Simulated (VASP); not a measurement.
# Mg3Sn3N (P6_3/mcm) in VASP: a series of runs

The runs below take Mg3Sn3N through relaxation of cell and atoms, single point, with PBE.

Everything below comes from runs of VASP 6.6.1. Logs are shortened: lines on timing, memory, paths and dates and some standing lists are left out, and cuts for length are marked.

### 1 The cell of the first run

It takes space group P6_3/mcm (No. 193, hexagonal). Conventional cell: a = 7.900 Å, b = 7.900 Å, c = 5.130 Å, α = 90.00°, β = 90.00°, γ = 120.00°. Mg (site symmetry m2m) has 2 N at 2.26 Å and 5 Sn at 2.75 to 2.88 Å within 3.0 Å. Sn (site symmetry m2m) has 5 Mg at 2.75 to 2.88 Å and 2 Sn at 3.01 Å and 2 N at 3.41 Å within 3.6 Å. Within 3.0 Å of N (site symmetry -3m) lie 6 Mg at 2.26 Å and 2 N at 2.56 Å.

### 2 Relaxation of cell and atoms, PBE

INCAR

```
SYSTEM = Mg3Sn3N
  PREC = Accurate
  ENCUT = 600
  EDIFF = 1E-6
  ISMEAR = 0
  SIGMA = 0.2
  LREAL = .False.
  LASPH = .True.
  NELM = 80
  ALGO = Normal
  ISIF = 3
  LWAVE = .False.
  LCHARG = .False.
  GGA = PE
  IBRION = 2
  NSW = 36
  EDIFFG = -0.08
```

KPOINTS

```
Automatic mesh
0
Gamma
  3 3 3
  0 0 0
```

POSCAR

```
Mg3Sn3N
1.0
    7.9000000000      0.0000000000      0.0000000000
   -3.9500000000      6.8416006900      0.0000000000
    0.0000000000      0.0000000000      5.1300000000
Mg Sn N
6 6 2
Direct
    0.0000000000      0.2360000000      0.2500000000
    0.7640000000      0.0000000000      0.7500000000
    0.7640000000      0.7640000000      0.2500000000
    0.2360000000      0.2360000000      0.7500000000
    0.2360000000      0.0000000000      0.2500000000
    0.0000000000      0.7640000000      0.7500000000
    0.4000000000      0.0000000000      0.7500000000
    0.4000000000      0.4000000000      0.2500000000
    0.6000000000      0.6000000000      0.7500000000
    0.0000000000      0.6000000000      0.2500000000
    0.6000000000      0.0000000000      0.2500000000
    0.0000000000      0.4000000000      0.7500000000
    0.0000000000      0.0000000000      0.5000000000
    0.0000000000      0.0000000000      0.0000000000
```

Potentials or basis: VASP PAW PBE potentials, release 64 (Mg, Sn_d, N).

On the command line:

```
$ cat potpaw_PBE.64/Mg/POTCAR potpaw_PBE.64/Sn_d/POTCAR potpaw_PBE.64/N/POTCAR > POTCAR
$ mpirun -np 1 vasp_std > vasp.out
```

OUTCAR:

```text
SYSTEM = Mg3Sn3N
   PREC = Accurate
   ENCUT = 600
   EDIFF = 1E-6
   ISMEAR = 0
   LREAL = .False.
   LASPH = .True.
   NELM = 80
   ISIF = 3
   GGA = PE
   IBRION = 2
   NSW = 36
   EDIFFG = -0.08

 ion  position               nearest neighbor table
   1  0.000  0.236  0.250-  13 2.26  14 2.26   8 2.75  11 2.75  12 2.87  12 2.87  10 2.88   4 3.17
                             4 3.17   2 3.17   2 3.17   5 3.23   3 3.23
   2  0.764  0.000  0.750-  13 2.26  14 2.26   9 2.75  12 2.75  11 2.87  11 2.87   7 2.88   3 3.17
                             1 3.17   3 3.17   1 3.17   6 3.23   4 3.23
   3  0.764  0.764  0.250-  13 2.26  14 2.26  10 2.75  11 2.75   9 2.87   9 2.87   8 2.88   6 3.17
                             6 3.17   2 3.17   2 3.17   5 3.23   1 3.23
   4  0.236  0.236  0.750-  13 2.26  14 2.26  12 2.75   7 2.75   8 2.87   8 2.87   9 2.88   1 3.17
                             1 3.17   5 3.17   5 3.17   2 3.23   6 3.23
   5  0.236  0.000  0.250-  13 2.26  14 2.26   8 2.75  10 2.75   7 2.87   7 2.87  11 2.88   6 3.17
                             4 3.17   6 3.17   4 3.17   3 3.23   1 3.23
   6  0.000  0.764  0.750-  13 2.26  14 2.26   9 2.75   7 2.75  10 2.87  10 2.87  12 2.88   3 3.17
                             3 3.17   5 3.17   5 3.17   2 3.23   4 3.23
   7  0.400  0.000  0.750-   4 2.75   6 2.75   5 2.87   5 2.87   2 2.88  11 3.01  11 3.01
   8  0.400  0.400  0.250-   1 2.75   5 2.75   4 2.87   4 2.87   3 2.88   9 3.01   9 3.01
   9  0.600  0.600  0.750-   6 2.75   2 2.75   3 2.87   3 2.87   4 2.88   8 3.01   8 3.01
  10  0.000  0.600  0.250-   3 2.75   5 2.75   6 2.87   6 2.87   1 2.88  12 3.01  12 3.01
  11  0.600  0.000  0.250-   1 2.75   3 2.75   2 2.87   2 2.87   5 2.88   7 3.01   7 3.01
  12  0.000  0.400  0.750-   4 2.75   2 2.75   1 2.87   1 2.87   6 2.88  10 3.01  10 3.01
  13  0.000  0.000  0.500-   2 2.26   5 2.26   3 2.26   4 2.26   1 2.26   6 2.26
  14  0.000  0.000  0.000-   2 2.26   5 2.26   3 2.26   4 2.26   1 2.26   6 2.26

  LATTYP: Found a hexagonal cell.
 ALAT       =     7.9000000000
 C/A-ratio  =     0.6493670886

  Lattice vectors:

 A1 = (   7.9000000000,   0.0000000000,   0.0000000000)
 A2 = (  -3.9500000000,   6.8416006900,   0.0000000000)
 A3 = (   0.0000000000,   0.0000000000,   5.1300000000)

Analysis of symmetry for initial positions (statically):
=====================================================================
 Subroutine PRICEL returns:
 Original cell was already a primitive cell.

 Routine SETGRP: Setting up the symmetry group for a
 hexagonal supercell.

 Subroutine GETGRP returns: Found 24 space group operations
 (whereof 12 operations were pure point group operations)
 out of a pool of 24 trial point group operations.

The static configuration has the point symmetry D_3d.
 The point group associated with its full space group is D_6h.

Analysis of symmetry for dynamics (positions and initial velocities):
=====================================================================
 Subroutine PRICEL returns:
 Original cell was already a primitive cell.

 Routine SETGRP: Setting up the symmetry group for a
 hexagonal supercell.

[... 102 lines left out ...]
   ISTART =      0    job   : 0-new  1-cont  2-samecut
   ICHARG =      2    charge: 1-file 2-atom 10-const
   ISPIN  =      1    spin polarized calculation?
   LNONCOLLINEAR =      F non collinear calculations
   LSORBIT =      F    spin-orbit coupling
   LASPH  =      T    aspherical Exc in radial PAW
   ENCUT  =  600.0 eV  44.10 Ry    6.64 a.u.  15.78 15.78 10.25*2*pi/ulx,y,z
   NELM   =     80;   NELMIN=  2; NELMDL= -5     # of ELM steps
   EDIFF  = 0.1E-05   stopping-criterion for ELM
   LREAL  =      F    real-space projection
   EDIFFG = -.8E-01   stopping-criterion for IOM
   NSW    =     36    number of steps for IOM
   IBRION =      2    ionic relax: 0-MD 1-quasi-New 2-CG
   NFREE  =      1    steps in history (QN), initial steepest desc. (CG)
   ISIF   =      3    stress and relaxation
   ISYM   =      2    0-nonsym 1-usesym 2-fastsym
   POTIM  = 0.5000    time-step for ionic-motion
   TEBEG  =    0.0;   TEEND  =   0.0 temperature during run
   PSTRESS=    0.0 pullay stress
   NELECT =     106.0000    total number of electrons
   NUPDOWN=      -1.0000    fix difference up-down
   EMIN   =  10.00;   EMAX   =-10.00  energy-range for DOS
   EFERMI =   0.00;   METHOD = LEGACY
   ISMEAR =     0;   SIGMA  =   0.20  broadening in eV -4-tet -1-fermi 0-gaus
   EFERMI_NEDOS =   21; number of points for ismear=-14 and -15
   IALGO  =     38    algorithm
   IMIX   =      4    mixing-type and parameters
     AMIX     =   0.40;   BMIX     =  1.00
     AMIX_MAG =   1.60;   BMIX_MAG =  1.00
  volume/ion in A,a.u.               =      19.80       133.65
  Fermi-wavevector in a.u.,A,eV,Ry     =   1.188163  2.245303 19.207774  1.411732
  Thomas-Fermi vector in A             =   2.324299
   LORBIT       =      0    0 simple, 1 ext, 2 COOP (PROOUT), +10 PAW based schemes
   GGA     = PE    functional components
   LHFCALC =     F    Hartree Fock is set to
   AEXX    =    0.0000 exact exchange contribution
   IVDW    =     0    specifies the selected vdW correction
   LEPSILON=     F    determine dielectric tensor
   LRPA    =     F    only Hartree local field effects (RPA)
 conjugate gradient relaxation of ions
 non-spin polarized calculation
 Gauss-broadening in eV      SIGMA  =   0.20
  energy-cutoff  :      600.00
  volume of cell :      277.27
 maximum number of plane-waves:      9285
 NGX is ok and might be reduce to    64
   NGX = 31   NGY = 31   NGZ = 21

--------------------------------------- Ionic step        1  -------------------------------------------

 number of electron     106.0000002 magnetization

 Free energy of the ion-electron system (eV)
  ---------------------------------------------------
  ext. energy  EPLUGINS =         0.00000000
  ---------------------------------------------------
  free energy    TOTEN  =       -46.64880408 eV

  energy without entropy =      -46.57417838  energy(sigma->0) =      -46.61149123

 E-fermi :   6.3578     XC(G=0): -10.0075

 val. band max:        6.3570208497   @ k =   0.3333   0.3333   0.0000
 cond. band min:       6.3927701225   @ k =   0.0000   0.0000   0.3333
 fundamental gap:      0.0357492728
 Fermi energy:         6.3577691837

 k-point     1 :       0.0000    0.0000    0.0000
  band No.  band energies     occupation
      1     -15.2456      2.00000
      2     -15.2363      2.00000
      3     -15.2363      2.00000
      4     -15.2126      2.00000
      5     -15.2126      2.00000
      6     -15.2118      2.00000
[... 768 lines left out ...]
--------------------------------------- Ionic step        9  -------------------------------------------

 number of electron     106.0000019 magnetization

 Free energy of the ion-electron system (eV)
  ---------------------------------------------------
  ext. energy  EPLUGINS =         0.00000000
  ---------------------------------------------------
  free energy    TOTEN  =       -50.76215474 eV

  energy without entropy =      -50.68358644  energy(sigma->0) =      -50.72287059

 E-fermi :   4.7880     XC(G=0):  -9.2661

 val. band max:        4.6449118594   @ k =   0.3333  -0.0000   0.3333
 cond. band min:       4.8327036382   @ k =   0.3333   0.3333   0.0000
 fundamental gap:      0.1877917788
 Fermi energy:         4.7880319493

 k-point     1 :       0.0000    0.0000    0.0000
  band No.  band energies     occupation
      1     -16.7059      2.00000
      2     -16.7014      2.00000
      3     -16.7014      2.00000
      4     -16.6377      2.00000
      5     -16.6280      2.00000
      6     -16.6280      2.00000
[... 426 lines left out ...]
  FREE ENERGIE OF THE ION-ELECTRON SYSTEM (eV)
  ---------------------------------------------------
  free  energy   TOTEN  =       -50.7621547406 eV

  energy  without entropy=      -50.6835864405  energy(sigma->0) =      -50.72287059

 reached required accuracy - stopping structural energy minimisation
```

It took 20 min on 1 thread of Intel Xeon Platinum 8259CL at 2.50GHz (Skylake/Cascade Lake), shared host; peak memory 0.52 GiB.

What came out:

- Free energy: -50.7622 eV
- Relaxed volume: 23.44 Å³/atom
- Relaxed cell: a = 8.232 Å, b = 8.232 Å, c = 5.591 Å, α = 90.00°, β = 90.00°, γ = 120.00°
- Space group after relaxing (to 0.1 Å): P6_3/mcm (No. 193)
- Energy gained by relaxing: 293.8 meV/atom
- Ionic steps: 9
- Pressure after relaxing: -0.4 GPa
- Largest force after relaxing: 0.024 eV/Å
- Band gap on the k mesh: zero (bands 53 and 54 overlap by 0.75 eV)

Forces in eV/Å, atoms in the order of the input:
```
Mg  -0.012  0.020  0.000
Mg  -0.024  0.000  0.000
Mg  -0.012 -0.020  0.000
Mg   0.012  0.020  0.000
Mg   0.024  0.000  0.000
Mg   0.012 -0.020  0.000
Sn   0.014  0.000  0.000
Sn   0.007  0.012  0.000
Sn  -0.007 -0.012  0.000
Sn   0.007 -0.012  0.000
Sn  -0.014  0.000  0.000
Sn  -0.007  0.012  0.000
N    0.000  0.000  0.000
N    0.000  0.000  0.000
```

The path:
| step | energy change (eV) | largest force (eV/Å) | pressure (GPa) | volume (Å³) |
| --- | --- | --- | --- | --- |
| 1 | 0.0000 | 1.9496 | 8.87 | 277.27 |
| 2 | -2.4872 | 1.5516 | -1.71 | 323.63 |
| 3 | -2.6016 | 1.4494 | -3.34 | 336.23 |
| 4 | -3.6550 | 0.7731 | -1.68 | 326.29 |
| 5 | -4.0033 | 0.1613 | 1.31 | 316.40 |
| 6 | -4.0091 | 0.2059 | 0.85 | 317.66 |
| 7 | -4.0092 | 0.1924 | 0.97 | 317.30 |
| 8 | -4.0949 | 0.1008 | 0.18 | 323.12 |
| 9 | -4.1134 | 0.0235 | -0.44 | 328.14 |

Final structure:
```cif
data_structure
_symmetry_space_group_name_H-M 'P 1'
_symmetry_Int_Tables_number 1
_cell_length_a 8.2325
_cell_length_b 8.2325
_cell_length_c 5.5906
_cell_angle_alpha 90.000
_cell_angle_beta 90.000
_cell_angle_gamma 120.000
_cell_volume 328.14
loop_
_atom_site_label
_atom_site_type_symbol
_atom_site_fract_x
_atom_site_fract_y
_atom_site_fract_z
_atom_site_occupancy
Mg1 Mg 0.00000 0.19350 0.25000 1
Mg2 Mg 0.80650 0.00000 0.75000 1
Mg3 Mg 0.80650 0.80650 0.25000 1
Mg4 Mg 0.19350 0.19350 0.75000 1
Mg5 Mg 0.19350 0.00000 0.25000 1
Mg6 Mg 0.00000 0.80650 0.75000 1
Sn1 Sn 0.43229 0.00000 0.75000 1
Sn2 Sn 0.43229 0.43229 0.25000 1
Sn3 Sn 0.56771 0.56771 0.75000 1
Sn4 Sn 0.00000 0.56771 0.25000 1
Sn5 Sn 0.56771 0.00000 0.25000 1
Sn6 Sn 0.00000 0.43229 0.75000 1
N1 N 0.00000 0.00000 0.50000 1
N2 N 0.00000 0.00000 0.00000 1
```

Caveat: the k points lie up to 0.37 Å⁻¹ apart in the final cell, too coarse for converged energies and pressures of a metal; the volume moved by over 15 % at a fixed basis, so the end points are rough; spin-orbit coupling is left out, which moves the levels of the heavy elements.

### 3 Single point, PBE

This run uses another cell than the first one, of 23.15 Å³/atom.

INCAR

```
SYSTEM = Mg3Sn3N
PREC = Accurate ; ENCUT = 520
EDIFF = 1E-6 ; ISMEAR = 0
SIGMA = 0.2 ; LREAL = .False.
LASPH = .True. ; NELM = 60
ALGO = Normal ; ISIF = 2
LWAVE = .False. ; LCHARG = .False.
GGA = PE ; NBANDS = 66
```

KPOINTS is that of step 2.

POSCAR

```
Mg3Sn3N
1.0
    8.1838268472      0.0000000000      0.0000000000
   -4.0919134236      7.0874019498      0.0000000000
    0.0000000000      0.0000000000      5.5877079757
Mg Sn N
6 6 2
Direct
    0.0000000000      0.1942269794      0.2500000000
    0.8057730206      0.0000000000      0.7500000000
    0.8057730206      0.8057730206      0.2500000000
    0.1942269794      0.1942269794      0.7500000000
    0.1942269794      0.0000000000      0.2500000000
    0.0000000000      0.8057730206      0.7500000000
    0.4326229924      0.0000000000      0.7500000000
    0.4326229924      0.4326229924      0.2500000000
    0.5673770076      0.5673770076      0.7500000000
    0.0000000000      0.5673770076      0.2500000000
    0.5673770076      0.0000000000      0.2500000000
    0.0000000000      0.4326229924      0.7500000000
    0.0000000000      0.0000000000      0.5000000000
    0.0000000000      0.0000000000      0.0000000000
```

Potentials or basis: VASP PAW PBE potentials, release 64 (Mg, Sn_d, N).

On the command line:

```
$ cat potpaw_PBE.64/Mg/POTCAR potpaw_PBE.64/Sn_d/POTCAR potpaw_PBE.64/N/POTCAR > POTCAR
$ mpirun -np 1 vasp_std > vasp.out
```

It took 6.5 min on 1 thread of Intel Xeon 8259CL, shared host; peak memory 0.48 GiB.

It converged, with:

| Item | Value |
| --- | --- |
| Free energy | -50.7775 eV |
| Pressure | 0.1 GPa |
| Largest force | 0.011 eV/Å |
| Band gap on the k mesh | zero (bands 53 and 54 overlap by 0.73 eV) |

Forces in eV/Å, atoms in the order of the input:
```
Mg  -0.006  0.010  0.000
Mg  -0.011  0.000  0.000
Mg  -0.006 -0.010  0.000
Mg   0.006  0.010  0.000
Mg   0.011  0.000  0.000
Mg   0.006 -0.010  0.000
Sn   0.001  0.000  0.000
Sn   0.001  0.001  0.000
Sn  -0.001 -0.001  0.000
Sn   0.001 -0.001  0.000
Sn  -0.001  0.000  0.000
Sn  -0.001  0.001  0.000
N    0.000  0.000  0.000
N    0.000  0.000  0.000
```

Levels at points of the mesh, in eV from the Fermi level:
| k point | band 51 | band 52 | band 53 | band 54 | band 55 | band 56 |
| --- | --- | --- | --- | --- | --- | --- |
| (0.00, 0.00, 0.00) | -0.96 | -0.96 | -0.45 | -0.18 | 0.50 | 0.85 |

Caveat: the k points lie up to 0.37 Å⁻¹ apart, too coarse for converged energies and pressures of a metal; spin-orbit coupling is left out, which moves the levels of the heavy elements.

The gap in the log of VASP goes by the Fermi energy; the results here count the filled bands.